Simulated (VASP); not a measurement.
# BeTe (F-43m) in VASP: a series of runs

The runs below take BeTe through single point, relaxation of cell and atoms, with PBE.

Program: VASP 6.6.1. These are calculated values, not measurements. Logs are shortened: lines on timing, memory, paths and dates and some standing lists are left out, and cuts for length are marked.

## Step 1: The cell of the first run

The structure is cubic, space group F-43m (No. 216). The conventional cell has a = 5.663 Å, b = 5.663 Å, c = 5.663 Å, α = 90.00°, β = 90.00°, γ = 90.00°. Within 3.2 Å of Be (site symmetry -43m) lie 4 Te at 2.45 Å. Te (site symmetry -43m) has 4 Be at 2.45 Å within 3.2 Å.

## Step 2: Single point, PBE

Input file INCAR:

```
PREC = Accurate ; ENCUT = 520
EDIFF = 1E-7 ; ISMEAR = 0
SIGMA = 0.02 ; LREAL = F
LASPH = T ; NELM = 60
ALGO = Normal ; ISIF = 2
LWAVE = F ; LCHARG = F
GGA = PE ; NBANDS = 11
```

Input file KPOINTS:

```
regular mesh
0
Gamma
  8 8 8
```

Input file POSCAR:

```
BeTe
1.0
    0.0000000000      2.8314587876      2.8314587876
    2.8314587876      0.0000000000      2.8314587876
    2.8314587876      2.8314587876      0.0000000000
Be Te
1 1
Direct
    0.0000000000      0.0000000000      0.0000000000
    0.7500000000      0.7500000000      0.7500000000
```

Potentials or basis: VASP PAW PBE potentials, release 64 (Be, Te).

Started as:

```
cat potpaw_PBE.64/Be/POTCAR potpaw_PBE.64/Te/POTCAR > POTCAR
mpirun -np 1 vasp_std > vasp.out
```

OUTCAR:

```text
PREC = Accurate
   ENCUT = 520
   EDIFF = 1E-7
   ISMEAR = 0
   LREAL = F
   LASPH = T
   NELM = 60
   ISIF = 2
   GGA = PE

 ion  position               nearest neighbor table
   1  0.000  0.000  0.000-   2 2.45   2 2.45   2 2.45   2 2.45
   2  0.750  0.750  0.750-   1 2.45   1 2.45   1 2.45   1 2.45

  LATTYP: Found a face centered cubic cell.
 ALAT       =     5.6629175752

  Lattice vectors:

 A1 = (   0.0000000000,   2.8314587876,   2.8314587876)
 A2 = (   2.8314587876,   0.0000000000,   2.8314587876)
 A3 = (   2.8314587876,   2.8314587876,   0.0000000000)

Analysis of symmetry for initial positions (statically):
[... 5 lines left out ...]
 face centered cubic supercell.

 Subroutine GETGRP returns: Found 24 space group operations
 (whereof 24 operations were pure point group operations)
 out of a pool of 48 trial point group operations.

The static configuration has the point symmetry T_d .

Analysis of symmetry for dynamics (positions and initial velocities):
[... 5 lines left out ...]
 face centered cubic supercell.

 Subroutine GETGRP returns: Found 24 space group operations
 (whereof 24 operations were pure point group operations)
 out of a pool of 48 trial point group operations.

The dynamic configuration has the point symmetry T_d .

 Subroutine INISYM returns: Found 24 space group operations
 (whereof 24 operations are pure point group operations),
 and found     1 'primitive' translations

----------------------------------------------------------------------------------------

                                     Primitive cell

  volume of cell :      45.4005

  direct lattice vectors                    reciprocal lattice vectors
     0.000000000  2.831458788  2.831458788    -0.176587419  0.176587419  0.176587419
     2.831458788  0.000000000  2.831458788     0.176587419 -0.176587419  0.176587419
     2.831458788  2.831458788  0.000000000     0.176587419  0.176587419 -0.176587419

  length of vectors
     4.004287419  4.004287419  4.004287419     0.305858382  0.305858382  0.305858382

  position of ions in fractional coordinates (direct lattice)
     0.000000000  0.000000000  0.000000000
     0.750000000  0.750000000  0.750000000

  ion indices of the primitive-cell ions
   primitive index   ion index
                 1           1
                 2           2

----------------------------------------------------------------------------------------

 KPOINTS: regular mesh

Automatic generation of k-mesh.
 Grid dimensions read from file:
 generate k-points for:    8    8    8

 Generating k-lattice:

  Cartesian coordinates                     Fractional coordinates (reciprocal lattice)
    -0.022073427  0.022073427  0.022073427     0.125000000  0.000000000  0.000000000
     0.022073427 -0.022073427  0.022073427     0.000000000  0.125000000  0.000000000
     0.022073427  0.022073427 -0.022073427     0.000000000  0.000000000  0.125000000

  Length of vectors
     0.038232298  0.038232298  0.038232298

  Shift w.r.t. Gamma in fractional coordinates (k-lattice)
     0.000000000  0.000000000  0.000000000

 Subroutine IBZKPT returns following result:
 ===========================================

 Found     29 irreducible k-points:

 Following reciprocal coordinates:
            Coordinates               Weight
  0.000000  0.000000  0.000000      1.000000
  0.125000  0.000000  0.000000      8.000000
  0.250000  0.000000  0.000000      8.000000
  0.375000  0.000000  0.000000      8.000000
  0.500000  0.000000  0.000000      4.000000
  0.125000  0.125000  0.000000      6.000000
[... 16 lines left out ...]
  0.500000  0.250000  0.125000     48.000000
 -0.375000  0.250000  0.125000     24.000000
 [... further k-points ...]
   k-points           NKPTS =     29   k-points in BZ     NKDIM =     29   number of bands    NBANDS=     11
   number of dos      NEDOS =    301   number of ions     NIONS =      2
   total plane-waves  NPLWV =  27000
   dimension x,y,z NGX =    30 NGY =   30 NGZ =   30
   dimension x,y,z NGXF=    60 NGYF=   60 NGZF=   60
   ions per type =               1   1
   NGX,Y,Z   is equivalent  to a cutoff of  12.46, 12.46, 12.46 a.u.
   NGXF,Y,Z  is equivalent  to a cutoff of  24.91, 24.91, 24.91 a.u.
 SYSTEM =  unknown system
   PREC   = accura    normal or accurate (medium, high low for compatibility)
   ISTART =      0    job   : 0-new  1-cont  2-samecut
   ICHARG =      2    charge: 1-file 2-atom 10-const
   ISPIN  =      1    spin polarized calculation?
   LNONCOLLINEAR =      F non collinear calculations
   LSORBIT =      F    spin-orbit coupling
   LASPH  =      T    aspherical Exc in radial PAW
   ENCUT  =  520.0 eV  38.22 Ry    6.18 a.u.   7.45  7.45  7.45*2*pi/ulx,y,z
   NELM   =     60;   NELMIN=  2; NELMDL= -5     # of ELM steps
   EDIFF  = 0.1E-06   stopping-criterion for ELM
   LREAL  =      F    real-space projection
   EDIFFG = 0.1E-05   stopping-criterion for IOM
   NSW    =      0    number of steps for IOM
   IBRION =     -1    ionic relax: 0-MD 1-quasi-New 2-CG
   NFREE  =      0    steps in history (QN), initial steepest desc. (CG)
   ISIF   =      2    stress and relaxation
   ISYM   =      2    0-nonsym 1-usesym 2-fastsym
   POTIM  = 0.5000    time-step for ionic-motion
   TEBEG  =    0.0;   TEEND  =   0.0 temperature during run
   PSTRESS=    0.0 pullay stress
   NELECT =       8.0000    total number of electrons
   NUPDOWN=      -1.0000    fix difference up-down
   EMIN   =  10.00;   EMAX   =-10.00  energy-range for DOS
   EFERMI =   0.00;   METHOD = LEGACY
   ISMEAR =     0;   SIGMA  =   0.02  broadening in eV -4-tet -1-fermi 0-gaus
   EFERMI_NEDOS =   21; number of points for ismear=-14 and -15
   IALGO  =     38    algorithm
   IMIX   =      4    mixing-type and parameters
     AMIX     =   0.40;   BMIX     =  1.00
     AMIX_MAG =   1.60;   BMIX_MAG =  1.00
  volume/ion in A,a.u.               =      22.70       153.19
  Fermi-wavevector in a.u.,A,eV,Ry     =   0.917807  1.734403 11.461129  0.842369
  Thomas-Fermi vector in A             =   2.042817
   LORBIT       =      0    0 simple, 1 ext, 2 COOP (PROOUT), +10 PAW based schemes
   GGA     = PE    functional components
   LHFCALC =     F    Hartree Fock is set to
   AEXX    =    0.0000 exact exchange contribution
   IVDW    =     0    specifies the selected vdW correction
   LEPSILON=     F    determine dielectric tensor
   LRPA    =     F    only Hartree local field effects (RPA)
 non-spin polarized calculation
 Gauss-broadening in eV      SIGMA  =   0.02
  energy-cutoff  :      520.00
  volume of cell :       45.40
 maximum number of plane-waves:      1243
 NGX is ok and might be reduce to    30
   NGX = 15   NGY = 15   NGZ = 15

 number of electron       8.0000000 magnetization

 Free energy of the ion-electron system (eV)
  ---------------------------------------------------
  ext. energy  EPLUGINS =         0.00000000
  ---------------------------------------------------
  free energy    TOTEN  =        -7.62444265 eV

  energy without entropy =       -7.62444265  energy(sigma->0) =       -7.62444265

 E-fermi :   5.0358     XC(G=0):  -8.9909

 val. band max:        4.9138152954   @ k =   0.0000   0.0000   0.0000
 cond. band min:       6.9272559029   @ k =   0.5000   0.5000   0.0000
 fundamental gap:      2.0134406076
 Fermi energy:         5.0358379626

 k-point     1 :       0.0000    0.0000    0.0000
  band No.  band energies     occupation
      1      -7.2760      2.00000
      2       4.9138      2.00000
      3       4.9138      2.00000
      4       4.9138      2.00000
      5       8.5369      0.00000
      6       8.5369      0.00000
      7       8.5369      0.00000
      8       8.6158      0.00000
      9      13.2058      0.00000
     10      15.1242      0.00000
     11      15.1242      0.00000

 k-point     2 :       0.1250    0.0000    0.0000
  band No.  band energies     occupation
      1      -7.1319      2.00000
      2       3.6203      2.00000
      3       4.6856      2.00000
      4       4.6856      2.00000
      5       8.4230      0.00000
      6       8.8723      0.00000
      7       8.8723      0.00000
      8       9.9281      0.00000
      9      13.6316      0.00000
     10      14.2166      0.00000
     11      14.2166      0.00000

 k-point     3 :       0.2500    0.0000    0.0000
  band No.  band energies     occupation
      1      -6.7351      2.00000
      2       1.6507      2.00000
      3       4.2577      2.00000
      4       4.2577      2.00000
      5       8.1908      0.00000
      6       9.3957      0.00000
      7       9.3957      0.00000
      8      11.8597      0.00000
      9      13.9408      0.00000
     10      13.9408      0.00000
     11      13.9473      0.00000

 k-point     4 :       0.3750    0.0000    0.0000
  band No.  band energies     occupation
      1      -6.2328      2.00000
      2       0.0989      2.00000
      3       3.9273      2.00000
      4       3.9273      2.00000
      5       8.0103      0.00000
      6       9.5364      0.00000
      7       9.5364      0.00000
      8      12.7566      0.00000
      9      14.6002      0.00000
     10      14.9608      0.00000
     11      14.9608      0.00000

 k-point     5 :       0.5000    0.0000    0.0000
  band No.  band energies     occupation
      1      -5.9723      2.00000
      2      -0.5223      2.00000
      3       3.8086      2.00000
      4       3.8086      2.00000
      5       7.9461      0.00000
      6       9.5104      0.00000
      7       9.5104      0.00000
      8      12.7377      0.00000
      9      15.7807      0.00000
     10      16.3554      0.00000
     11      16.3554      0.00000

 k-point     6 :       0.1250    0.1250    0.0000
  band No.  band energies     occupation
      1      -7.0836      2.00000
      2       3.8217      2.00000
      3       4.2742      2.00000
      4       4.2742      2.00000
      5       8.1612      0.00000
      6       9.4700      0.00000
      7       9.4700      0.00000
      8       9.6217      0.00000
      9      13.0220      0.00000
     10      14.0495      0.00000
     11      15.3654      0.00000

 k-point     7 :       0.2500    0.1250    0.0000
  band No.  band energies     occupation
      1      -6.7692      2.00000
      2       2.2302      2.00000
      3       3.8011      2.00000
      4       3.9553      2.00000
      5       8.2703      0.00000
      6       9.4017      0.00000
      7      10.1971      0.00000
      8      10.7032      0.00000
      9      13.2647      0.00000
     10      14.6992      0.00000
     11      15.1069      0.00000

 k-point     8 :       0.3750    0.1250    0.0000
  band No.  band energies     occupation
      1      -6.2899      2.00000
      2       0.6130      2.00000
      3       3.4699      2.00000
      4       3.5204      2.00000
      5       8.4165      0.00000
      6       9.5257      0.00000
      7      10.3840      0.00000
      8      11.3850      0.00000
      9      14.6402      0.00000
     10      14.9992      0.00000
     11      15.7550      0.00000
[... 141 lines left out ...]
 k-point    19 :       0.5000    0.3750    0.0000
  band No.  band energies     occupation
      1      -5.5841      2.00000
      2       0.1184      2.00000
      3       1.9407      2.00000
      4       2.4936      2.00000
      5       7.3068      0.00000
      6       8.3615      0.00000
      7      13.4886      0.00000
      8      13.5541      0.00000
      9      15.8069      0.00000
     10      17.2034      0.00000
     11      17.3553      0.00000

 k-point    20 :      -0.3750    0.3750    0.0000
  band No.  band energies     occupation
      1      -5.5187      2.00000
      2       0.2308      2.00000
      3       1.1255      2.00000
      4       2.7339      2.00000
      5       7.6418      0.00000
      6      10.1618      0.00000
      7      12.7318      0.00000
      8      13.0202      0.00000
      9      13.9301      0.00000
     10      15.3490      0.00000
     11      18.1660      0.00000

 k-point    21 :       0.5000    0.5000    0.0000
  band No.  band energies     occupation
      1      -5.4963      2.00000
      2      -0.1141      2.00000
      3       2.3300      2.00000
      4       2.3300      2.00000
      5       6.9273      0.00000
      6       7.6021      0.00000
      7      14.5147      0.00000
      8      14.5147      0.00000
      9      16.3658      0.00000
     10      17.7468      0.00000
     11      18.2606      0.00000

 k-point    22 :       0.3750    0.2500    0.1250
  band No.  band energies     occupation
      1      -6.4077      2.00000
      2       1.3960      2.00000
      3       2.7178      2.00000
      4       3.7167      2.00000
      5       8.5143      0.00000
      6       9.7057      0.00000
      7      10.3150      0.00000
      8      11.1572      0.00000
      9      13.9100      0.00000
     10      15.4318      0.00000
     11      15.9679      0.00000

 k-point    23 :       0.5000    0.2500    0.1250
  band No.  band energies     occupation
      1      -5.9625      2.00000
      2       0.3689      2.00000
      3       2.1868      2.00000
      4       3.2730      2.00000
      5       8.9459      0.00000
      6       9.5834      0.00000
      7      10.8033      0.00000
      8      11.7893      0.00000
      9      14.7159      0.00000
     10      15.1743      0.00000
     11      17.0925      0.00000

 k-point    24 :      -0.3750    0.2500    0.1250
  band No.  band energies     occupation
      1      -5.7395      2.00000
      2      -0.1110      2.00000
      3       2.0767      2.00000
      4       3.0561      2.00000
      5       9.0969      0.00000
      6       9.3040      0.00000
      7      11.5292      0.00000
      8      12.6115      0.00000
      9      13.3896      0.00000
     10      16.4330      0.00000
     11      16.7712      0.00000

 [... further k-points ...]
[... 5 lines left out ...]
  --------------------------------------------------------------------------------------
  -------------------------------------------------------------------------------------
  Total        0.0465980      0.0465980      0.0465980      0.0000000      0.0000000      0.0000000
  in kB        1.6444382      1.6444382      1.6444382      0.0000000      0.0000000      0.0000000
  external PRESSURE =       1.6444382 kB  Pullay stress =       0.0000000 kB

 VOLUME and BASIS-vectors are now :
 -----------------------------------------------------------------------------
  energy-cutoff  :      520.00
  volume of cell :       45.40
      direct lattice vectors                 reciprocal lattice vectors
     0.000000000  2.831458788  2.831458788    -0.176587419  0.176587419  0.176587419
     2.831458788  0.000000000  2.831458788     0.176587419 -0.176587419  0.176587419
     2.831458788  2.831458788  0.000000000     0.176587419  0.176587419 -0.176587419

 POSITION                                       TOTAL-FORCE (eV/Angst)
 -----------------------------------------------------------------------------------
      0.00000      0.00000      0.00000        -0.000000     -0.000000      0.000000
      4.24719      4.24719      4.24719         0.000000      0.000000     -0.000000
 -----------------------------------------------------------------------------------
    total drift:                               -0.000000     -0.000000     -0.000000

  FREE ENERGIE OF THE ION-ELECTRON SYSTEM (eV)
  ---------------------------------------------------
  free  energy   TOTEN  =        -7.6244426467 eV

  energy  without entropy=       -7.6244426467  energy(sigma->0) =       -7.62444265
```

It took 24 s on 1 thread of Intel Xeon 6975P-C, shared host; peak memory 0.17 GiB.

Results:

- Free energy: -7.6244 eV
- Pressure: 0.2 GPa
- Band gap on the k mesh: 2.01 eV, indirect (least direct gap 3.62 eV)

Caveat: spin-orbit coupling is left out, which moves the levels of the heavy elements. A k mesh can miss the band edges.

[end of part 1 of 2]
